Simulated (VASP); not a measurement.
**BeSH6: relaxation of the atoms with PBE**

The system is BeSH6, in a box.

```
CELL_PARAMETERS angstrom
10.80000 0.00000 0.00000
0.00000 11.10000 0.00000
0.00000 0.00000 11.40000
ATOMIC_POSITIONS crystal
Be 0.44357 0.55491 0.44654
S 0.55643 0.44509 0.55346
H 0.51574 0.62513 0.37817
H 0.37140 0.62513 0.51491
H 0.37140 0.48469 0.37817
H 0.48426 0.37487 0.62183
H 0.62860 0.51531 0.62183
H 0.62860 0.37487 0.48509
```

- Program: VASP 6.6.1
- Task: relaxation of the atoms
- Functional: PBE
- Potentials or basis: VASP PAW PBE potentials, release 64 (Be, S, H)
- Cutoff: 520 eV
- k mesh: 1 × 1 × 1
- Occupations: gaussian, width 0.05 eV
- Spin: no spin polarisation
- Dipole correction: no
- Further INCAR settings: ALGO = Normal; EDIFF = 1e-06; IBRION = 2; EDIFFG = -0.03; NSW = 60

The energy gained by relaxing is 198.6 meV/atom. The ionic steps are 22. The largest force after relaxing is 0.021 eV/Å. The gap between the frontier levels is 4.19 eV.

Forces on the atoms (eV/Å):
```
Be   0.015  0.000 -0.012
S   -0.001 -0.002  0.004
H    0.002 -0.011  0.012
H    0.002 -0.002  0.021
H    0.006 -0.012  0.007
H   -0.015  0.006 -0.006
H   -0.004  0.018 -0.005
H   -0.004  0.005 -0.020
```

The path:
```
step  energy change (eV)  largest force (eV/Å)  pressure (GPa)
   1              0.0000                4.4323            0.06
   2             -0.7143                1.5795           -0.22
   3             -0.7146                1.5527           -0.21
   4             -1.1464                1.2741           -0.17
   5             -1.4263                1.4913           -0.13
   6             -1.3966                2.8214            0.13
   7             -1.4886                0.4294           -0.02
   8             -1.5368                0.1996           -0.06
   9             -1.5470                0.2077           -0.08
  10             -1.5570                0.3209           -0.06
  11             -1.5613                0.7329           -0.02
  12             -1.5647                0.6719           -0.02
  13             -1.5727                0.4848           -0.02
  14             -1.5789                0.3377           -0.03
  15             -1.5809                0.2975           -0.03
  16             -1.5850                0.1770           -0.03
  17             -1.5842                0.4736           -0.03
  18             -1.5861                0.2738           -0.03
  19             -1.5878                0.1117           -0.02
  20             -1.5882                0.0479           -0.01
  21             -1.5885                0.0391           -0.01
  22             -1.5889                0.0209           -0.02
```

Final structure:
```xyz
8
Lattice="10.8000 0.0000 0.0000 0.0000 11.1000 0.0000 0.0000 0.0000 11.4000" Properties=species:S:1:pos:R:3 pbc="T T T"
Be    4.6013    6.3474    4.9038
S     5.7939    5.1565    6.0932
H     5.8232    6.8420    4.4086
H     4.1074    6.8420    6.1235
H     4.1074    5.1267    4.4086
H     5.3360    4.2344    7.0149
H     6.7157    5.6154    7.0141
H     6.7151    4.2357    5.6332
```

Levels at points of the mesh, in eV from the valence-band top:
| k point | band 4 | band 5 | band 6 | band 7 | band 8 | band 9 | band 10 | band 11 |
| --- | --- | --- | --- | --- | --- | --- | --- | --- |
| (0.00, 0.00, 0.00) | -6.16 | -0.47 | 0.00 | 0.00 | 4.19 | 4.19 | 4.21 | 5.86 |

Run time: 14 min on 1 thread of Intel(R) Xeon(R) 6975P-C (Granite Rapids), on a shared host, peak memory 1.2 GiB.
